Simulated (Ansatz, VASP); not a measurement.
## HfO2 in VASP and in Ansatz

Contents of INCAR:

```
SYSTEM = HfO2
  ALGO = Normal
  EDIFF = 1E-7
  EDIFFG = -0.01
  ENCUT = 600
  GGA = PE
  IBRION = 2
  ISIF = 3
  ISMEAR = 0
  LASPH = .TRUE.
  LCHARG = .FALSE.
  LREAL = .FALSE.
  LWAVE = .FALSE.
  NELM = 60
  NSW = 80
  PREC = Accurate
  SIGMA = 0.02
```

The input KPOINTS:

```
k-points
0
G
  8 8 8
  0 0 0
```

The input POSCAR:

```
HfO2
1.0
   -2.0101996055      2.0101996055      5.3190249881
    2.0101996055     -2.0101996055      5.3190249881
    2.0101996055      2.0101996055     -5.3190249881
Hf O
2 4
Direct
    0.0000000000      0.0000000000      0.0000000000
    0.7500000000      0.2500000000      0.5000000000
    0.9517408054      0.4517408054      0.5000000000
    0.2017408054      0.2017408054      0.0000000000
    0.5482591946      0.0482591946      0.5000000000
    0.7982591946      0.7982591946      0.0000000000
```

Input for Ansatz:

```yaml
crystal:
  lattice:
    - [-2.0101996118, 2.0101996118, 5.3190249481]
    - [2.0101996118, -2.0101996118, 5.3190249481]
    - [2.0101996118, 2.0101996118, -5.3190249481]
  atoms:
    - { symbol: Hf, position: [0.0, 0.0, 0.0] }
    - { symbol: Hf, position: [0.75, 0.25, 0.5] }
    - { symbol: O, position: [0.9517408067, 0.4517408067, 0.5] }
    - { symbol: O, position: [0.2017408067, 0.2017408067, 0.0] }
    - { symbol: O, position: [0.5482591933, 0.0482591933, 0.5] }
    - { symbol: O, position: [0.7982591933, 0.7982591933, 0.0] }
basis:
  ecutwfc: 420
kpoints:
  mp_grid: { grid: [8, 8, 8] }
hamiltonian:
  xc: pbe
scf:
  occupations: { method: gaussian, width: 0.02 }
output:
  forces: true
  stress: true
  eigenvalues: true
relax:
  adjacent_minimum: "off"
  f_tol: 0.01
  max_steps: 60
  cell: { stress_tol: 0.1 }
```

Alike in both runs: task relaxation of cell and atoms; functional PBE; k mesh 8 × 8 × 8; occupations gaussian, width 0.02 eV; no spin polarisation.

|  | VASP | Ansatz |
| --- | --- | --- |
| version | VASP 6.6.1 | Ansatz 0.2.0 |
| potentials or method | VASP PAW PBE potentials, release 64 (Hf_pv, O), cutoff 600 eV | scalar-relativistic, plane waves, PAW |
| valence electrons in the cell | 44 | 76 |

Ansatz gave:

| Property | Result |
| --- | --- |
| gap on the k mesh at the Fermi level, each at its own relaxed structure (eV) | 4.42 |
| relaxed volume (Å³/atom) | 14.33 |
| relaxed length of the cell vector where the two differ most in proportion (Å) | 6.033 |

Problem. Which values does VASP return?

Solution. gap on the k mesh at the Fermi level, each at its own relaxed structure (eV): 4.45; relaxed volume (Å³/atom): 14.13; relaxed length of the cell vector where the two differ most in proportion (Å): 6.003.

VASP's potentials hold 44 valence electrons a cell and Ansatz's 76, so a difference there can come from the potentials and not from the codes.

Neither program's run includes spin-orbit coupling.
